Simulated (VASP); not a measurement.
Set up this calculation in VASP 6.6.1, as the native input.

* Task: single point
* Functional: LDA
* Potentials or basis: VASP PAW LDA potentials, release 64 (Ta_sv_GW, N)
* Cutoff: 700 eV
* k mesh: 16 × 16 × 16
* Occupations: gaussian, width 0.1 eV
* Spin: no spin polarisation
* Dipole correction: no
* Further INCAR settings: ALGO = Normal; EDIFF = 1e-06; NBANDS = 16

The structure of TaN lies in POSCAR:

```
TaN
1.0
    0.0000000000      2.1474698700      2.1474698700
    2.1474698700      0.0000000000      2.1474698700
    2.1474698700      2.1474698700      0.0000000000
Ta N
1 1
Direct
    0.5000000000      0.5000000000      0.5000000000
    0.0000000000      0.0000000000      0.0000000000
```

This cell differs from its parent crystal: strained.

The input as run:

INCAR

```
ALGO = Normal
EDIFF = 1E-6
ENCUT = 700
GGA = CA
GGA_COMPAT = F
ISIF = 2
ISMEAR = 0
LASPH = T
LCHARG = T
LELF = T
LREAL = F
LVHAR = T
LWAVE = F
NBANDS = 16
NELM = 120
PREC = Accurate
SIGMA = 0.1
```

KPOINTS

```
k-points
0
Gamma
  16 16 16
```

Potentials or basis: VASP PAW LDA potentials, release 64 (Ta_sv_GW, N).

The run is started by

```console
$ cat potpaw_LDA.64/Ta_sv_GW/POTCAR potpaw_LDA.64/N/POTCAR > POTCAR
$ mpirun -np 1 vasp_std > vasp.out
```

It gave:

```json
{"Pressure": "16.5 GPa", "Band gap on the k mesh": "zero (bands 9 and 10 overlap by 4.45 eV)"}
```

Caveat: the cell differs from its parent crystal (strained); the cell stands under pressure; spin-orbit coupling is left out, which moves the levels of the heavy elements.

Wall time 41 s on 1 thread of Intel(R) Xeon(R) 6975P-C (Granite Rapids), with other jobs on the host, peak memory 0.21 GiB.
